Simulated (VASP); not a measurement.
# CdSe (P6_3mc) in VASP: further runs, part 3 of 3

VASP 6.6.1.

### Step 6. Single point, PBE

File INCAR:

```
ALGO = Normal
EDIFF = 1E-7
ENCUT = 520
GGA = PE
ISIF = 2
ISMEAR = -1
LASPH = True
LCHARG = False
LREAL = False
LWAVE = False
NBANDS = 26
NELM = 100
PREC = Accurate
SIGMA = 0.04
```

File KPOINTS:

```
k-points
0
Gamma
  4 4 2
```

File POSCAR:

```
CdSe
1.0
    4.3000000000      0.0000000000      0.0000000000
   -2.1500000000      3.7239092363      0.0000000000
    0.0000000000      0.0000000000      7.0200000000
Cd Se
2 2
Direct
    0.6666666667      0.3333333333      0.5000000000
    0.3333333333      0.6666666667      0.0000000000
    0.6666666667      0.3333333333      0.8850000000
    0.3333333333      0.6666666667      0.3850000000
```

Potentials or basis: VASP PAW PBE potentials, release 64 (Cd, Se).

Command:

```bash
$ cat potpaw_PBE.64/Cd/POTCAR potpaw_PBE.64/Se/POTCAR > POTCAR
$ mpirun -np 1 vasp_std > vasp.out
```

OUTCAR:

```text
EDIFF = 1E-7
   ENCUT = 520
   GGA = PE
   ISIF = 2
   ISMEAR = -1
   LASPH = True
   LREAL = False
   NELM = 100
   PREC = Accurate

 ion  position               nearest neighbor table
   1  0.667  0.333  0.500-   4 2.61   4 2.61   4 2.61   3 2.70
   2  0.333  0.667  0.000-   3 2.61   3 2.61   3 2.61   4 2.70
   3  0.667  0.333  0.885-   2 2.61   2 2.61   2 2.61   1 2.70
   4  0.333  0.667  0.385-   1 2.61   1 2.61   1 2.61   2 2.70

  LATTYP: Found a hexagonal cell.
 ALAT       =     4.3000000000
 C/A-ratio  =     1.6325581395

  Lattice vectors:

 A1 = (   4.3000000000,   0.0000000000,   0.0000000000)
 A2 = (  -2.1500000000,   3.7239092363,   0.0000000000)
 A3 = (   0.0000000000,   0.0000000000,   7.0200000000)

Analysis of symmetry for initial positions (statically):
=====================================================================
 Subroutine PRICEL returns:
 Original cell was already a primitive cell.

 Routine SETGRP: Setting up the symmetry group for a
 hexagonal supercell.

 Subroutine GETGRP returns: Found 12 space group operations
 (whereof  6 operations were pure point group operations)
 out of a pool of 24 trial point group operations.

The static configuration has the point symmetry C_3v.
 The point group associated with its full space group is C_6v.

Analysis of symmetry for dynamics (positions and initial velocities):
=====================================================================
 Subroutine PRICEL returns:
 Original cell was already a primitive cell.

 Routine SETGRP: Setting up the symmetry group for a
 hexagonal supercell.

 Subroutine GETGRP returns: Found 12 space group operations
 (whereof  6 operations were pure point group operations)
 out of a pool of 24 trial point group operations.
[... 102 lines left out ...]
   EMIN   =  10.00;   EMAX   =-10.00  energy-range for DOS
   EFERMI =   0.00;   METHOD = LEGACY
   ISMEAR =    -1;   SIGMA  =   0.04  broadening in eV -4-tet -1-fermi 0-gaus
   EFERMI_NEDOS =   21; number of points for ismear=-14 and -15
   IALGO  =     38    algorithm
   IMIX   =      4    mixing-type and parameters
     AMIX     =   0.40;   BMIX     =  1.00
     AMIX_MAG =   1.60;   BMIX_MAG =  1.00
  volume/ion in A,a.u.               =      28.10       189.64
  Fermi-wavevector in a.u.,A,eV,Ry     =   1.120059  2.116604 17.068937  1.254531
  Thomas-Fermi vector in A             =   2.256702
   LORBIT       =      0    0 simple, 1 ext, 2 COOP (PROOUT), +10 PAW based schemes
   GGA     = PE    functional components
   LHFCALC =     F    Hartree Fock is set to
   AEXX    =    0.0000 exact exchange contribution
   IVDW    =     0    specifies the selected vdW correction
   LEPSILON=     F    determine dielectric tensor
   LRPA    =     F    only Hartree local field effects (RPA)
 non-spin polarized calculation
  energy-cutoff  :      520.00
  volume of cell :      112.41
 maximum number of plane-waves:      3042
 NGX is ok and might be reduce to    32
   NGX = 15   NGY = 15   NGZ = 27

 number of electron      35.9999998 magnetization

 Free energy of the ion-electron system (eV)
  ---------------------------------------------------
  ext. energy  EPLUGINS =         0.00000000
  ---------------------------------------------------
  free energy    TOTEN  =       -10.85020594 eV

  energy without entropy =      -10.85019232  energy(sigma->0) =      -10.85019913

 E-fermi :   1.3193     XC(G=0):  -8.8753

 val. band max:        0.9512197782   @ k =   0.0000   0.0000   0.0000
 cond. band min:       1.6464874316   @ k =   0.0000   0.0000   0.0000
 fundamental gap:      0.6952676534
 Fermi energy:         1.3192530094

 k-point     1 :       0.0000    0.0000    0.0000
  band No.  band energies     occupation
      1     -11.6406      2.00000
      2     -11.2740      2.00000
      3      -6.9994      2.00000
      4      -6.9994      2.00000
      5      -6.9439      2.00000
      6      -6.9439      2.00000
[... 221 lines left out ...]
     25       8.6402      0.00000
     26       8.6402      0.00000

------------------------ aborting loop because EDIFF is reached ----------------------------------------

  FORCE on cell =-STRESS in cart. coord.  units (eV):
  Direction    XX          YY          ZZ          XY          YZ          ZX
  --------------------------------------------------------------------------------------
  -------------------------------------------------------------------------------------
  Total        2.9534552      2.9534552      1.2753982      0.0000000      0.0000000      0.0000000
  in kB       42.0955623     42.0955623     18.1782354      0.0000000      0.0000000      0.0000000
  external PRESSURE =      34.1231200 kB  Pullay stress =       0.0000000 kB

 VOLUME and BASIS-vectors are now :
 -----------------------------------------------------------------------------
  energy-cutoff  :      520.00
  volume of cell :      112.41
      direct lattice vectors                 reciprocal lattice vectors
     4.300000000  0.000000000  0.000000000     0.232558140  0.134267504  0.000000000
    -2.150000000  3.723909236  0.000000000     0.000000000  0.268535009  0.000000000
     0.000000000  0.000000000  7.020000000     0.000000000  0.000000000  0.142450142

 POSITION                                       TOTAL-FORCE (eV/Angst)
 -----------------------------------------------------------------------------------
      2.15000      1.24130      3.51000        -0.000000      0.000000      0.306809
     -0.00000      2.48261      0.00000         0.000000     -0.000000      0.306809
      2.15000      1.24130      6.21270         0.000000      0.000000     -0.306809
     -0.00000      2.48261      2.70270        -0.000000      0.000000     -0.306809
 -----------------------------------------------------------------------------------
    total drift:                               -0.000000     -0.000000      0.000079

  FREE ENERGIE OF THE ION-ELECTRON SYSTEM (eV)
  ---------------------------------------------------
  free  energy   TOTEN  =       -10.8502059355 eV

  energy  without entropy=      -10.8501923220  energy(sigma->0) =      -10.85019913
```

Run time: 15 s. Hardware: 1 thread of AMD EPYC 9R45 (Zen 5), shared host; peak memory 0.19 GiB.

What came out:

* Free energy: -10.8502 eV
* Pressure: 3.4 GPa
* Largest force: 0.307 eV/Å
* Band gap on the k mesh: 0.70 eV

Forces on the atoms (eV/Å):
```
Cd   0.000  0.000  0.307
Cd   0.000  0.000  0.307
Se   0.000  0.000 -0.307
Se   0.000  0.000 -0.307
```

Stress tensor (GPa, compression positive):
```
4.21 0.00 0.00
0.00 4.21 0.00
0.00 0.00 1.82
```

Levels at points of the mesh, in eV from the valence-band top:
```
           k point  band 16  band 17  band 18  band 19  band 20  band 21
(0.00, 0.00, 0.00)    -0.01     0.00     0.00     0.70     2.11     5.87
(0.50, 0.00, 0.00)    -1.86    -1.24    -0.83     3.23     3.30     4.80
(0.00, 0.00, 0.50)    -0.37    -0.37    -0.37     2.33     2.33     5.83
(0.50, 0.00, 0.50)    -1.38    -1.29    -1.29     2.98     2.98     4.77
```

Caveat: the k points lie up to 0.45 Å⁻¹ apart.

### Step 7. Overview

```tsv
task	level	cell	k mesh	cutoff (eV)	smearing	gap on the mesh (eV)	pressure (GPa)	largest force (eV/Å)
relaxation of cell and atoms	PBEsol	relaxed to 5 GPa	7 × 7 × 4	600	fermi-dirac 0.05 eV	0.69	5.0	0.01
relaxation of cell and atoms	PBEsol	relaxed to 10 GPa	7 × 7 × 4	600	fermi-dirac 0.05 eV	0.80	10.0	0.01
relaxation of cell and atoms	PBEsol	relaxed to 20 GPa	7 × 7 × 4	600	fermi-dirac 0.05 eV	0.82	20.0	0.01
relaxation of cell and atoms	PBEsol	relaxed to 30 GPa	7 × 7 × 4	600	fermi-dirac 0.05 eV	-	30.0	-
single point	PBE	as given	4 × 4 × 2	520	fermi-dirac 0.04 eV	0.70	3.4	0.31
```

Alike in all rows: potentials or basis VASP PAW PBE potentials, release 64 (Cd, Se); no spin polarisation.

Caveats: some runs use coarse meshes; the cell is relaxed towards a set pressure, so the run minimises the enthalpy, not the energy (at least some runs); the PAW data sets were made with another functional, which shifts forces and pressure a little (at least some runs).

Absolute energies hang on the potentials; compare differences alone.
